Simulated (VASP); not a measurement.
Runs of VASP 6.6.1 on InSb. The structure is that of space group Fm-3m (No. 225), or close to it. The cells are those of the table. 

| cell | gap on the mesh (eV) | pressure (GPa) |
| --- | --- | --- |
| a = 4.303, b = 4.303, c = 4.347 Å, angles 59.7, 59.7, 60.7°, 2 atoms | none | (b) |
| a = 4.314, b = 4.314, c = 4.347 Å, angles 59.8, 59.8, 60.5°, 2 atoms | none | -3.4 |
| a = 4.379, b = 4.379, c = 4.347 Å, angles 60.2, 60.2, 59.5°, 2 atoms | none | -4.6 |
| a = 4.385, b = 4.385, c = 4.347 Å, angles 60.3, 60.3, 59.4°, 2 atoms | none | (a) |
| a = 4.336, b = 4.336, c = 4.347 Å, angles 59.9, 59.9, 60.2°, 2 atoms | none | -3.9 |

Alike in all rows: task single point; level LDA; potentials or basis VASP PAW LDA potentials, release 64 (In_d, Sb); no spin polarisation; k mesh 14 × 14 × 14; cutoff (eV) 520; smearing gaussian 0.15 eV.

Question: Estimate the missing entries.

Answer: (a) -4.7; (b) -3.2.

Caveats: the cell stands under tension; spin-orbit coupling is left out, which moves the levels of the heavy elements.

A k mesh can miss the band edges, and the runs leave out spin-orbit coupling on In, Sb.

A gap of «none» marks levels without a gap at the run's occupations.
